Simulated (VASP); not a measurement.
# Si62B (a cell with a defect) in VASP: single point with LDA

Aim: the single point of Si62B (a cell with a defect) with LDA.

Program: VASP 6.6.1. These are calculated values, not measurements. Logs are shortened: lines on timing, memory, paths and dates and some standing lists are left out, and cuts for length are marked.

### Step 1. The cell of the first run

The cell holds a defect, 63 atoms: a = 10.860 Å, b = 10.860 Å, c = 10.860 Å, α = 90.00°, β = 90.00°, γ = 90.00°.

### Step 2. Single point, LDA, collinear spin, zero start

File INCAR:

```
SYSTEM = Si62B
ALGO = Normal
EDIFF = 1E-7
ENCUT = 520
ISIF = 2
ISMEAR = -1
ISPIN = 2
LASPH = .True.
LCHARG = .False.
LORBIT = 11
LREAL = Auto
LWAVE = .False.
MAGMOM = 0 0 0 0 0 0 0 0 0 0 0 0 0 0 0 0 0 0 0 0 0 0 0 0 0 0 0 0 0 0 0 0 0 0 0 0 0 0 0 0 0 0 0 0 0 0 0 0 0 0 0 0 0 0 0 0 0 0 0 0 0 0 0
NBANDS = 166
NELECT = 249.0
NELM = 150
PREC = Accurate
SIGMA = 0.05
```

File KPOINTS:

```
k-points
0
Gamma
  1 1 1
  0 0 0
```

File POSCAR:

```
Si62B
1.0
   10.8600000000      0.0000000000      0.0000000000
    0.0000000000     10.8600000000      0.0000000000
    0.0000000000      0.0000000000     10.8600000000
Si B
62 1
Direct
    0.5079512891     -0.0025139042      0.0039596685
    0.6536581952      0.0974415285      0.1331407919
    0.7476903315      0.2492737569      0.0040000921
    0.8769624309      0.3741214549      0.1248209024
    0.8865583794      0.0988886740      0.3466092081
   -0.0258526703      0.0115635359      0.0281709024
    0.1295513812      0.1313454880      0.1236822284
    0.2554777164      0.2510507366     -0.0035725599
    0.3793699816      0.3717073665      0.1269453959
    0.4973662983      0.5005373849     -0.0011123389
    0.6259264273      0.6236975138      0.1260733886
    0.7450916206      0.7397055249     -0.0072533149
    0.2493457643      0.0018708103      0.2501607735
    0.3751591160      0.1257363720      0.3749029466
    0.5112308471      0.2356922652      0.2461273481
    0.6290379374      0.3671055249      0.3714085635
    0.7508887661      0.4990625230      0.2513358195
    0.8726444751      0.6327235727      0.3710940147
    0.4945813996      0.0000416206      0.5032172192
    0.6288774401      0.1233802026      0.6199853591
    0.7569711786      0.2318304788      0.4816053407
    0.8748501842      0.3675131676      0.6141023020
    0.7512371087      0.0016732965      0.7499607735
    0.8728720074      0.1298007366      0.8761403315
    0.0008412523      0.4999660221      0.0000980663
    0.1108948435      0.6360186004      0.1288166667
    0.2423033149      0.7538411602      0.0035267956
    0.3742021179      0.8757051565      0.1236234807
    0.0064549724      0.2543708103      0.2513169429
    0.1261938306      0.3803148250      0.3785293738
    0.2469119705      0.5041711786      0.2479937385
    0.3756566298      0.6221968692      0.3760960405
    0.4988294659      0.7508233886      0.2489679558
    0.6149147330      0.8701523020      0.3821116943
    0.0048482505     -0.0022377532      0.4987325967
    0.1259656538      0.1250514733      0.6259592081
    0.2503290055      0.2520673112      0.5007806630
    0.3764488950      0.3749172192      0.6254142726
    0.5027738490      0.4944845304      0.4966007366
    0.6219404236      0.6225317680      0.6237856354
    0.7487750460      0.7533097606      0.5008675875
    0.8767932781      0.8760569982      0.6249465009
    0.2427174954     -0.0003040516      0.7608453039
    0.3813027624      0.1227452118      0.8762160221
    0.5028462247      0.2481936464      0.7473542357
    0.6226445672      0.3737485267      0.8755557090
    0.7488849908      0.4929465930      0.7437432781
    0.8751653775      0.6194176796      0.8717967772
   -0.0272290976      0.7782773481      0.2419676796
    0.1244326888      0.8725772560      0.3709595764
   -0.0020581031      0.5061310313      0.4988304788
    0.1233430018      0.6277222836      0.6276852670
    0.2488872928      0.7474979742      0.4994183241
    0.3681159300      0.8737085635      0.6311938306
    0.0002697974      0.2508309392      0.7489596685
    0.1272199816      0.3752025783      0.8741886740
    0.2501180479      0.5012774401      0.7495357274
    0.3696807551      0.6276167587      0.8783114180
    0.4977449355      0.7467619705      0.7511031308
    0.6284181400      0.8736824125      0.8740206262
   -0.0015365562      0.7537481584      0.7550091160
    0.1070386740      0.8818009208      0.8933412523
    0.8608164825     -0.0141770718      0.1873943831
```

Potentials or basis: VASP PAW LDA potentials, release 64 (Si, B).

On the command line:

```
$ cat potpaw_LDA.64/Si/POTCAR potpaw_LDA.64/B/POTCAR > POTCAR
$ mpirun -np 1 vasp_gam > vasp.out
```

OUTCAR:

```text
SYSTEM = Si62B
   EDIFF = 1E-7
   ENCUT = 520
   ISIF = 2
   ISMEAR = -1
   ISPIN = 2
   LASPH = .True.
   LORBIT = 11
   LREAL = Auto
   NELECT = 249.0
   NELM = 150
   PREC = Accurate

 ion  position               nearest neighbor table
   1  0.508  0.997  0.004-  60 2.35  28 2.36   2 2.38  44 2.38
   2  0.654  0.097  0.133-   1 2.38   3 2.39  15 2.48  63 2.62
   3  0.748  0.249  0.004-  24 2.34   4 2.35  46 2.37   2 2.39
   4  0.877  0.374  0.125-  25 2.35   3 2.35  29 2.36  17 2.37
   5  0.887  0.099  0.347-  63 2.14  35 2.36  29 2.37  21 2.49
   6  0.974  0.012  0.028-  63 2.14  24 2.36   7 2.37  62 2.49
   7  0.130  0.131  0.124-   8 2.34  29 2.34  13 2.36   6 2.37
   8  0.255  0.251  0.996-   7 2.34  44 2.35  56 2.35   9 2.35
   9  0.379  0.372  0.127-  10 2.35   8 2.35  31 2.42  15 2.43
  10  0.497  0.501  0.999-   9 2.35  46 2.35  58 2.35  11 2.38
  11  0.626  0.624  0.126-  12 2.31  17 2.35  33 2.36  10 2.38
  12  0.745  0.740  0.993-  11 2.31  60 2.32  48 2.33
  13  0.249  0.002  0.250-  14 2.35  50 2.35   7 2.36  28 2.37
  14  0.375  0.126  0.375-  19 2.34  13 2.35  15 2.36  37 2.36
  15  0.511  0.236  0.246-  16 2.35  14 2.36   9 2.43   2 2.48
  16  0.629  0.367  0.371-  17 2.35  21 2.35  15 2.35  39 2.38
  17  0.751  0.499  0.251-  16 2.35  11 2.35  18 2.36   4 2.37
  18  0.873  0.633  0.371-  41 2.35  17 2.36  49 2.38  51 2.38
[... 13 lines left out ...]
  32  0.376  0.622  0.376-  31 2.35  53 2.35  39 2.35  33 2.38
  33  0.499  0.751  0.249-  34 2.32  28 2.35  11 2.36  32 2.38
  34  0.615  0.870  0.382-  33 2.32  41 2.32  19 2.33
  35  0.005  0.998  0.499-  50 2.34  36 2.36  42 2.36   5 2.36
  36  0.126  0.125  0.626-  55 2.35  35 2.36  37 2.36  43 2.37
  37  0.250  0.252  0.501-  38 2.34  30 2.35  36 2.36  14 2.36
  38  0.376  0.375  0.625-  37 2.34  39 2.35  45 2.35  57 2.36
  39  0.503  0.494  0.497-  40 2.35  38 2.35  32 2.35  16 2.38
  40  0.622  0.623  0.624-  39 2.35  59 2.36  47 2.36  41 2.39
[... 21 lines left out ...]
  62  0.107  0.882  0.893-  27 2.35  61 2.36  43 2.43   6 2.49
  63  0.861  0.986  0.187-   5 2.14   6 2.14   2 2.62  49 2.63

  LATTYP: Found a simple cubic cell.
 ALAT       =    10.8600000000

  Lattice vectors:

 A1 = (  10.8600000000,   0.0000000000,   0.0000000000)
 A2 = (   0.0000000000,  10.8600000000,   0.0000000000)
 A3 = (   0.0000000000,   0.0000000000,  10.8600000000)

Analysis of symmetry for initial positions (statically):
=====================================================================
 Subroutine PRICEL returns:
 Original cell was already a primitive cell.

 Routine SETGRP: Setting up the symmetry group for a
 simple cubic supercell.

 Subroutine GETGRP returns: Found  1 space group operations
 (whereof  1 operations were pure point group operations)
 out of a pool of 48 trial point group operations.

The static configuration has the point symmetry C_1 .

Analysis of symmetry for dynamics (positions and initial velocities):
=====================================================================
 Subroutine PRICEL returns:
[... 274 lines left out ...]
 cond. band min:       5.7952059233   @ k =   0.0000   0.0000   0.0000
 fundamental gap:      0.3400215132
 Fermi energy:         5.4565399112

 spin component 1

 k-point     1 :       0.0000    0.0000    0.0000
  band No.  band energies     occupation
      1      -6.2994      1.00000
      2      -5.3265      1.00000
      3      -5.2727      1.00000
      4      -5.2258      1.00000
      5      -5.2232      1.00000
      6      -5.1741      1.00000
[... 128 lines left out ...]
    135       6.6262      0.00000
    136       6.6930      0.00000
 Fermi energy:         5.4565399112

 spin component 2

 k-point     1 :       0.0000    0.0000    0.0000
  band No.  band energies     occupation
      1      -6.2994      1.00000
      2      -5.3265      1.00000
      3      -5.2727      1.00000
      4      -5.2258      1.00000
      5      -5.2232      1.00000
      6      -5.1741      1.00000
[... 128 lines left out ...]
    135       6.6262      0.00000
    136       6.6930      0.00000
 [bands above 136 left out]

------------------------ aborting loop because EDIFF is reached ----------------------------------------

  FORCE on cell =-STRESS in cart. coord.  units (eV):
  Direction    XX          YY          ZZ          XY          YZ          ZX
  --------------------------------------------------------------------------------------
  -------------------------------------------------------------------------------------
  Total      -41.5023749    -41.4917443    -39.7954979      8.0275858     -2.6949282      2.7270447
  in kB      -51.9151431    -51.9018453    -49.7800180     10.0416727     -3.3710741      3.4112485
  external PRESSURE =     -51.1990022 kB  Pullay stress =       0.0000000 kB

 VOLUME and BASIS-vectors are now :
 -----------------------------------------------------------------------------
  energy-cutoff  :      520.00
  volume of cell :     1280.82
      direct lattice vectors                 reciprocal lattice vectors
    10.860000000  0.000000000  0.000000000     0.092081031  0.000000000  0.000000000
     0.000000000 10.860000000  0.000000000     0.000000000  0.092081031  0.000000000
     0.000000000  0.000000000 10.860000000     0.000000000  0.000000000  0.092081031

 POSITION                                       TOTAL-FORCE (eV/Angst)
 -----------------------------------------------------------------------------------
      5.51635     10.83270      0.04300        -0.005227     -0.002826     -0.002150
      7.09873      1.05821      1.44591         0.013951     -0.015113      0.000755
      8.11992      2.70711      0.04344        -0.000834      0.002977      0.002620
      9.52381      4.06296      1.35556         0.003954      0.002552     -0.003702
      9.62802      1.07393      3.76418         0.004377      0.003899      0.001979
     10.57924      0.12558      0.30594        -0.002707     -0.003445      0.013021
[... 55 lines left out ...]
      1.16244      9.57636      9.70169        -0.003136      0.006063      0.001294
      9.34847     10.70604      2.03510        -0.009561      0.000937     -0.004578
 -----------------------------------------------------------------------------------
    total drift:                                0.006052     -0.001971      0.004696

  FREE ENERGIE OF THE ION-ELECTRON SYSTEM (eV)
  ---------------------------------------------------
  free  energy   TOTEN  =      -375.5233963118 eV

  energy  without entropy=     -375.4479116824  energy(sigma->0) =     -375.48565400

 total charge

# of ion       s       p       d       tot
------------------------------------------
    1        0.748   0.939   0.000   1.687
    2        0.775   0.821   0.000   1.595
    3        0.754   0.933   0.000   1.687
    4        0.747   0.952   0.000   1.698
    5        0.753   0.882   0.000   1.635
    6        0.753   0.882   0.000   1.635
[... 55 lines left out ...]
   62        0.754   0.900   0.000   1.654
   63        0.676   0.849   0.000   1.525
--------------------------------------------------
tot         47.274  58.663   0.000 105.937

 magnetization (x)

# of ion       s       p       d       tot
------------------------------------------
    1        0.000  -0.000   0.000   0.000
    2        0.000   0.000   0.000   0.000
    3        0.000   0.000   0.000   0.000
    4        0.000  -0.000   0.000  -0.000
    5       -0.000  -0.000   0.000  -0.000
    6       -0.000  -0.000   0.000  -0.000
[... 55 lines left out ...]
   62        0.000  -0.000   0.000  -0.000
   63       -0.000  -0.000   0.000  -0.000
--------------------------------------------------
tot          0.000  -0.000   0.000  -0.000
```

Wall time 13 min (1 thread of Intel Xeon Platinum 8259CL at 2.50GHz (Skylake/Cascade Lake), shared host); peak memory 0.92 GiB.

What came out:

```yaml
Free_energy: -375.5234 eV
Largest_force: 0.024 eV/Å
Net_moment: 0.00 μB per cell
Valence_electrons_inside_the_program's_atomic_spheres: Si 1.69, 1.59, 1.70, 1.64, 1.67, 1.65, 1.66, 1.68, 1.60 (each value once); B 1.52
```

Forces on the atoms (eV/Å):
```
Si  -0.005 -0.003 -0.002
Si   0.014 -0.015  0.001
Si  -0.001  0.003  0.003
Si   0.004  0.003 -0.004
Si   0.004  0.004  0.002
Si  -0.003 -0.003  0.013
Si  -0.006 -0.001 -0.004
Si   0.000 -0.002  0.002
Si   0.001  0.000 -0.004
Si   0.001  0.000  0.000
Si  -0.001 -0.001  0.001
Si   0.005  0.003  0.002
Si   0.000 -0.004  0.000
Si  -0.001 -0.004 -0.001
Si   0.000 -0.001  0.002
Si  -0.003  0.002  0.003
Si  -0.002 -0.001 -0.001
Si   0.000 -0.003  0.002
Si  -0.001  0.001  0.000
Si  -0.004  0.001 -0.002
Si   0.004 -0.002 -0.005
Si  -0.002 -0.002  0.000
Si  -0.001  0.000  0.000
Si   0.002  0.000 -0.002
Si   0.003 -0.001  0.000
Si   0.002 -0.003 -0.006
Si   0.002  0.000 -0.001
Si   0.000  0.002 -0.001
Si  -0.001 -0.001  0.005
Si  -0.003  0.000 -0.002
Si  -0.002  0.001  0.003
Si   0.001  0.002 -0.001
Si   0.001 -0.003  0.000
Si   0.000  0.001  0.000
Si   0.003 -0.002  0.002
Si   0.002  0.001  0.003
Si   0.000 -0.001  0.001
Si   0.002 -0.001  0.000
Si   0.002 -0.001 -0.002
Si   0.005  0.005 -0.001
Si  -0.002 -0.001  0.006
Si   0.002  0.004  0.000
Si   0.001 -0.003 -0.002
Si   0.001  0.000  0.000
Si   0.004 -0.002 -0.004
Si   0.002 -0.002  0.004
Si   0.002  0.000  0.000
Si  -0.001 -0.002 -0.002
Si  -0.015  0.016 -0.008
Si   0.007  0.002  0.004
Si   0.000  0.001 -0.002
Si   0.000 -0.001 -0.002
Si  -0.003  0.001 -0.002
Si  -0.002  0.005  0.000
Si  -0.001 -0.001  0.000
Si   0.001  0.000 -0.001
Si  -0.003  0.001  0.000
Si   0.000 -0.003  0.001
Si   0.000  0.000  0.005
Si  -0.004  0.000 -0.004
Si   0.003 -0.001  0.002
Si  -0.003  0.006  0.001
B   -0.010  0.001 -0.005
```

Levels at points of the mesh, in eV from the Fermi level:
Spin up:
```csv
k point,band 122,band 123,band 124,band 125,band 126,band 127,band 128,band 129
"(0.00, 0.00, 0.00)",-0.54,-0.35,-0.25,0.00,0.34,0.42,0.62,0.79
```
Spin down:
| k point | band 122 | band 123 | band 124 | band 125 | band 126 | band 127 | band 128 | band 129 |
| --- | --- | --- | --- | --- | --- | --- | --- | --- |
| (0.00, 0.00, 0.00) | -0.54 | -0.35 | -0.25 | 0.00 | 0.34 | 0.42 | 0.62 | 0.79 |

Caveat: the k points lie up to 0.58 Å⁻¹ apart; the cell carries a net charge on a neutralising background, which shifts energy and pressure; the cell is charged against a uniform background, so pressure and absolute levels hang on convention.
